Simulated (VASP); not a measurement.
ZnS (Wurtzite-2H), 4 atoms in the cell. It takes space group P6_3mc (No. 186, hexagonal). The conventional cell has a = 3.886 Å, b = 3.886 Å, c = 6.356 Å, α = 90.00°, β = 90.00°, γ = 120.00°. Within 3.1 Å of Zn (site symmetry 3m) lie 4 S at 2.36 to 2.45 Å. S (site symmetry 3m) has 4 Zn at 2.36 to 2.45 Å within 3.1 Å. 

| Quantity | Value |
| --- | --- |
| Program | VASP 6.6.1 |
| Task | single point |
| Functional | BLYP |
| Dispersion | D3(BJ) |
| Potentials or basis | VASP PAW PBE potentials, release 64 (Zn, S) |
| Cutoff | 520 eV |
| k mesh | 8 × 8 × 5 |
| Occupations | fermi-dirac, width 0.05 eV |
| Spin | no spin polarisation |
| Dipole correction | no |
| Further INCAR settings | ALGO = Normal; EDIFF = 1e-07; NBANDS = 26 |

Potentials or basis: VASP PAW PBE potentials, release 64 (Zn, S).

Run with:

```bash
$ cat potpaw_PBE.64/Zn/POTCAR potpaw_PBE.64/S/POTCAR > POTCAR
$ mpirun -np 1 vasp_std > vasp.out
```

Hardware: 1 thread of Intel(R) Xeon(R) 6975P-C (Granite Rapids) (shared host).

Problem. Estimate the wall time of this run.

Solution. Wall time 34 s on 1 thread of Intel(R) Xeon(R) 6975P-C (Granite Rapids), on a shared host, peak memory 0.22 GiB. Counts: scf iterations 13, k points 30.
